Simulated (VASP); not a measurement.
# GaP (F-43m) in VASP: dielectric tensor with PBE

Aim: the dielectric tensor of GaP with PBE.

Everything below comes from runs of VASP 6.6.1. Logs are shortened: lines on timing, memory, paths and dates and some standing lists are left out, and cuts for length are marked.

## 1. The cell of the first run

Symmetry: F-43m, No. 216, cubic system. The conventional cell has a = 5.451 Å, b = 5.451 Å, c = 5.451 Å, α = 90.00°, β = 90.00°, γ = 90.00°. Ga (site symmetry -43m) has 4 P at 2.36 Å within 3.1 Å. Within 3.1 Å of P (site symmetry -43m) lie 4 Ga at 2.36 Å.

## 2. Dielectric tensor, PBE

INCAR

```
ALGO = Normal
EDIFF = 1E-8
ENCUT = 400
GGA = PE
GGA_COMPAT = F
ISIF = 2
ISMEAR = 0
LASPH = T
LCHARG = F
LEPSILON = T
LREAL = F
LWAVE = F
NELM = 120
PREC = Accurate
SIGMA = 0.01
```

KPOINTS

```
k-points
0
Gamma
  5 5 5
```

POSCAR

```
GaP
1.0
    0.0000000000      2.7252500000      2.7252500000
    2.7252500000      0.0000000000      2.7252500000
    2.7252500000      2.7252500000      0.0000000000
Ga P
1 1
Direct
    0.0000000000      0.0000000000      0.0000000000
    0.7500000000      0.7500000000      0.7500000000
```

Potentials or basis: VASP PAW PBE potentials, release 64 (Ga_d, P).

Run with:

```bash
$ cat potpaw_PBE.64/Ga_d/POTCAR potpaw_PBE.64/P/POTCAR > POTCAR
$ mpirun -np 1 vasp_std > vasp.out
```

OUTCAR:

```text
EDIFF = 1E-8
   ENCUT = 400
   GGA = PE
   ISIF = 2
   ISMEAR = 0
   LASPH = T
   LEPSILON = T
   LREAL = F
   NELM = 120
   PREC = Accurate

 ion  position               nearest neighbor table
   1  0.000  0.000  0.000-   2 2.36   2 2.36   2 2.36   2 2.36
   2  0.750  0.750  0.750-   1 2.36   1 2.36   1 2.36   1 2.36

  LATTYP: Found a face centered cubic cell.
 ALAT       =     5.4505000000

  Lattice vectors:

 A1 = (   0.0000000000,   2.7252500000,   2.7252500000)
 A2 = (   2.7252500000,   0.0000000000,   2.7252500000)
 A3 = (   2.7252500000,   2.7252500000,   0.0000000000)

Analysis of symmetry for initial positions (statically):
=====================================================================
 Subroutine PRICEL returns:
 Original cell was already a primitive cell.

 Routine SETGRP: Setting up the symmetry group for a
 face centered cubic supercell.

 Subroutine GETGRP returns: Found 24 space group operations
 (whereof 24 operations were pure point group operations)
 out of a pool of 48 trial point group operations.

The static configuration has the point symmetry T_d .

Analysis of symmetry for dynamics (positions and initial velocities):
=====================================================================
 Subroutine PRICEL returns:
 Original cell was already a primitive cell.

 Routine SETGRP: Setting up the symmetry group for a
 face centered cubic supercell.

 Subroutine GETGRP returns: Found 24 space group operations
 (whereof 24 operations were pure point group operations)
 out of a pool of 48 trial point group operations.

The dynamic configuration has the point symmetry T_d .

 Subroutine INISYM returns: Found 24 space group operations
 (whereof 24 operations are pure point group operations),
 and found     1 'primitive' translations

----------------------------------------------------------------------------------------

                                     Primitive cell

  volume of cell :      40.4808

  direct lattice vectors                    reciprocal lattice vectors
     0.000000000  2.725250000  2.725250000    -0.183469406  0.183469406  0.183469406
     2.725250000  0.000000000  2.725250000     0.183469406 -0.183469406  0.183469406
     2.725250000  2.725250000  0.000000000     0.183469406  0.183469406 -0.183469406

  length of vectors
     3.854085511  3.854085511  3.854085511     0.317778334  0.317778334  0.317778334

  position of ions in fractional coordinates (direct lattice)
     0.000000000  0.000000000  0.000000000
     0.750000000  0.750000000  0.750000000

  ion indices of the primitive-cell ions
   primitive index   ion index
                 1           1
                 2           2

----------------------------------------------------------------------------------------

 KPOINTS: k-points

Automatic generation of k-mesh.
 Grid dimensions read from file:
 generate k-points for:    5    5    5

 Generating k-lattice:

  Cartesian coordinates                     Fractional coordinates (reciprocal lattice)
    -0.036693881  0.036693881  0.036693881     0.200000000  0.000000000  0.000000000
     0.036693881 -0.036693881  0.036693881     0.000000000  0.200000000  0.000000000
     0.036693881  0.036693881 -0.036693881     0.000000000  0.000000000  0.200000000

  Length of vectors
     0.063555667  0.063555667  0.063555667

  Shift w.r.t. Gamma in fractional coordinates (k-lattice)
     0.000000000  0.000000000  0.000000000

[... 61 lines left out ...]
   LHFCALC =     F    Hartree Fock is set to
   AEXX    =    0.0000 exact exchange contribution
   IVDW    =     0    specifies the selected vdW correction
   LEPSILON=     T    determine dielectric tensor
   LRPA    =     F    only Hartree local field effects (RPA)
 non-spin polarized calculation
 Gauss-broadening in eV      SIGMA  =   0.01
  energy-cutoff  :      400.00
  volume of cell :       40.48
 maximum number of plane-waves:       745
 NGX is ok and might be reduce to    28
   NGX = 13   NGY = 13   NGZ = 13

--------------------------------------- Ionic step        1  -------------------------------------------

 number of electron      18.0000016 magnetization

 E-fermi :   4.7150     XC(G=0):  -9.8246

 val. band max:        4.6700732277   @ k =   0.0000   0.0000   0.0000
 cond. band min:       6.2644472496   @ k =   0.4000   0.4000   0.0000
 fundamental gap:      1.5943740219
 Fermi energy:         4.7149772332

 k-point     1 :       0.0000    0.0000    0.0000
  band No.  band energies     occupation
      1      -9.8983      2.00000
      2      -9.8983      2.00000
      3      -9.8983      2.00000
      4      -9.7990      2.00000
      5      -9.7990      2.00000
      6      -7.8251      2.00000
      7       4.6701      2.00000
      8       4.6701      2.00000
      9       4.6701      2.00000
     10       6.4924      0.00000
     11       8.5475      0.00000
     12       8.5475      0.00000
     13       8.5475      0.00000
[... 130 lines left out ...]
  band No.  band energies     occupation
      1      -9.9925      2.00000
      2      -9.8611      2.00000
      3      -9.8438      2.00000
      4      -9.8142      2.00000
      5      -9.7892      2.00000
      6      -5.1439      2.00000
      7      -1.5576      2.00000
      8       1.0295      2.00000
      9       1.9849      2.00000
     10       8.7099      0.00000
     11       9.1980      0.00000
     12      10.0459      0.00000
     13      13.1758      0.00000

  FORCE on cell =-STRESS in cart. coord.  units (eV):
  Direction    XX          YY          ZZ          XY          YZ          ZX
  --------------------------------------------------------------------------------------
  -------------------------------------------------------------------------------------
  Total        0.6041421      0.6041421      0.6041421      0.0000000      0.0000000      0.0000000
  in kB       23.9111583     23.9111583     23.9111583      0.0000000      0.0000000      0.0000000
  external PRESSURE =      23.9111583 kB  Pullay stress =       0.0000000 kB

 VOLUME and BASIS-vectors are now :
 -----------------------------------------------------------------------------
  energy-cutoff  :      400.00
  volume of cell :       40.48
      direct lattice vectors                 reciprocal lattice vectors
     0.000000000  2.725250000  2.725250000    -0.183469406  0.183469406  0.183469406
     2.725250000  0.000000000  2.725250000     0.183469406 -0.183469406  0.183469406
     2.725250000  2.725250000  0.000000000     0.183469406  0.183469406 -0.183469406

 POSITION                                       TOTAL-FORCE (eV/Angst)
 -----------------------------------------------------------------------------------
      0.00000      0.00000      0.00000        -0.000000     -0.000000     -0.000000
      4.08788      4.08788      4.08788         0.000000      0.000000      0.000000
 -----------------------------------------------------------------------------------
    total drift:                               -0.000001     -0.000001     -0.000001

  FREE ENERGIE OF THE ION-ELECTRON SYSTEM (eV)
  ---------------------------------------------------
  free  energy   TOTEN  =        -9.0714917848 eV

  energy  without entropy=       -9.0714917848  energy(sigma->0) =       -9.07149178

 HEAD OF MICROSCOPIC STATIC DIELECTRIC TENSOR (INDEPENDENT PARTICLE, excluding Hartree and local field effects)
 ------------------------------------------------------
          15.488395    -0.000000     0.000000
           0.000000    15.488395     0.000000
          -0.000000     0.000000    15.488395
 ------------------------------------------------------

 Free energy of the ion-electron system (eV)
  ---------------------------------------------------
  ---------------------------------------------------
  free energy    TOTEN  =        -1.68363939 eV

  energy without entropy =       -1.68363939

------------------------ aborting loop because EDIFF is reached ----------------------------------------

--------------------------------------- Ionic step        2  -------------------------------------------

------------------------ aborting loop because EDIFF is reached ----------------------------------------

--------------------------------------- Ionic step        3  -------------------------------------------

 Free energy of the ion-electron system (eV)
  ---------------------------------------------------
  ---------------------------------------------------
  free energy    TOTEN  =        -1.68363967 eV

  energy without entropy =       -1.68363967

------------------------ aborting loop because EDIFF is reached ----------------------------------------

 PIEZOELECTRIC TENSOR FIELD DIRECTION 3  (e Angst)
 -----------------------------------------------------------------------------
    -0.00158  2.35688  0.00000           (  0.00000  0.03510  0.00000)
     2.35688 -0.00158  0.00000           (  0.03510  0.00000  0.00000)
     0.00000  0.00000  0.00228           (  0.00000  0.00000 -0.00000)

 PIEZOELECTRIC TENSOR FIELD DIRECTION 3  (C/m^2)
 -----------------------------------------------------------------------------
    -0.00062  0.93282  0.00000
     0.93282 -0.00062  0.00000
     0.00000  0.00000  0.00090

 MACROSCOPIC STATIC DIELECTRIC TENSOR (including local field effects in DFT)
 ------------------------------------------------------
          14.992232    -0.000000     0.000000
          -0.000000    14.992232     0.000000
           0.000000    -0.000000    14.992232
 ------------------------------------------------------

 PIEZOELECTRIC TENSOR (including local field effects)  for field in x, y, z        (e  Angst)
          XX          YY          ZZ          XY          YZ          ZX
  --------------------------------------------------------------------------------
  x     0.00000    -0.00000    -0.00000     0.00000     2.37567    -0.00000
  y    -0.00000    -0.00000     0.00000    -0.00000    -0.00000     2.37567
  z     0.00000    -0.00000     0.00000     2.37567    -0.00000    -0.00000

 PIEZOELECTRIC TENSOR (including local field effects)  for field in x, y, z        (C/m^2)
          XX          YY          ZZ          XY          YZ          ZX
  --------------------------------------------------------------------------------
  x     0.00000    -0.00000    -0.00000     0.00000     0.94026    -0.00000
  y    -0.00000    -0.00000     0.00000    -0.00000    -0.00000     0.94026
  z     0.00000    -0.00000     0.00000     0.94026    -0.00000    -0.00000

 BORN EFFECTIVE CHARGES (including local field effects) (in |e|, cummulative output)
 ---------------------------------------------------------------------------------
 ion    1
    1     2.55740    -0.00000     0.00000
    2    -0.00000     2.55740     0.00000
    3    -0.00000    -0.00000     2.55740
 ion    2
    1    -2.55740     0.00000    -0.00000
    2     0.00000    -2.55740     0.00000
    3     0.00000     0.00000    -2.55740
```

Run time: 76 s. Hardware: 1 thread of Intel Xeon Platinum 8559C (Emerald Rapids), shared host; peak memory 0.17 GiB.

Results:

| Property | Result |
| --- | --- |
| Band gap on the k mesh | 1.59 eV (least direct gap 1.82 eV) |
| Electronic dielectric tensor (diagonal) | 14.99 |
| Born charges (mean of the diagonal) | Ga +2.56; P -2.56 e |

Levels at points of the mesh, in eV from the valence-band top:
```
           k point  band 7  band 8  band 9  band 10  band 11  band 12
(0.00, 0.00, 0.00)    0.00    0.00    0.00     1.82     3.88     3.88
```

Electronic dielectric tensor:
```
14.99  0.00  0.00
 0.00 14.99  0.00
 0.00  0.00 14.99
```

Born effective charge tensors (e):
atom 1, Ga
```
2.56 0.00 0.00
0.00 2.56 0.00
0.00 0.00 2.56
```
atom 2, P
```
-2.56  0.00  0.00
 0.00 -2.56  0.00
 0.00  0.00 -2.56
```

Caveat: an odd mesh through Γ misses points on the zone boundary, where band edges can lie.
